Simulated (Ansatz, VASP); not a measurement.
## InSb3: VASP beside Ansatz

File INCAR:

```
PREC = Accurate ; ENCUT = 520
EDIFF = 1E-6 ; ISMEAR = 0
SIGMA = 0.15 ; LREAL = False
LASPH = True ; NELM = 100
ALGO = Normal ; ISIF = 2
LWAVE = False ; LCHARG = True
GGA = PE ; IVDW = 12
LELF = True ; LVHAR = True
NBANDS = 22
```

The input KPOINTS:

```
regular mesh
0
Gamma
  10 10 10
```

POSCAR

```
InSb3
1.0
    4.9226455469      0.0000000000      0.0000000000
    0.0000000000      4.9226455469      0.0000000000
    0.0000000000      0.0000000000      5.1119780680
In Sb
1 3
Direct
    0.0000000000      0.0000000000      0.0000000000
    0.5000000000      0.0000000000      0.5000000000
    0.0000000000      0.5000000000      0.5000000000
    0.5000000000      0.5000000000      0.0000000000
```

Input for Ansatz:

```yaml
crystal:
  lattice:
    - [4.9226455469, 0.0, 0.0]
    - [0.0, 4.9226455469, 0.0]
    - [0.0, 0.0, 5.111978068]
  atoms:
    - { symbol: In, position: [0.0, 0.0, 0.0] }
    - { symbol: Sb, position: [0.5, 0.0, 0.5] }
    - { symbol: Sb, position: [0.0, 0.5, 0.5] }
    - { symbol: Sb, position: [0.5, 0.5, 0.0] }
basis:
  ecutwfc: 420
kpoints:
  mp_grid: { grid: [10, 10, 10] }
hamiltonian:
  xc: pbe
  dispersion: d3bj
scf:
  occupations: { method: gaussian, width: 0.15 }
output:
  forces: true
  stress: true
  eigenvalues: true
```

Change from the starting cell: strain +0.040 along x and y, +0.080 along z, atoms carried along.

Alike in both runs: task single point; functional PBE; dispersion D3(BJ); k mesh 10 × 10 × 10; occupations gaussian, width 0.15 eV; no spin polarisation.

|  | VASP | Ansatz |
| --- | --- | --- |
| version | VASP 6.6.1 | Ansatz 0.2.0 |
| potentials or method | VASP PAW PBE potentials, release 64 (In_d, Sb), cutoff 520 eV | scalar-relativistic, plane waves, PAW |
| valence electrons in the cell | 28 | 58 |

VASP gave:

| Quantity | Value |
| --- | --- |
| gap on the k mesh at the Fermi level (eV) | none |
| pressure (GPa) | -6.3 |

Task: Which values does Ansatz return?

Result: gap on the k mesh at the Fermi level (eV): none; pressure (GPa): -6.2.

A gap of «none» marks a metal or a gap that the smearing closes. VASP's potentials hold 28 valence electrons a cell and Ansatz's 58, so a difference there can come from the potentials and not from the codes.

Spin-orbit coupling is off throughout.
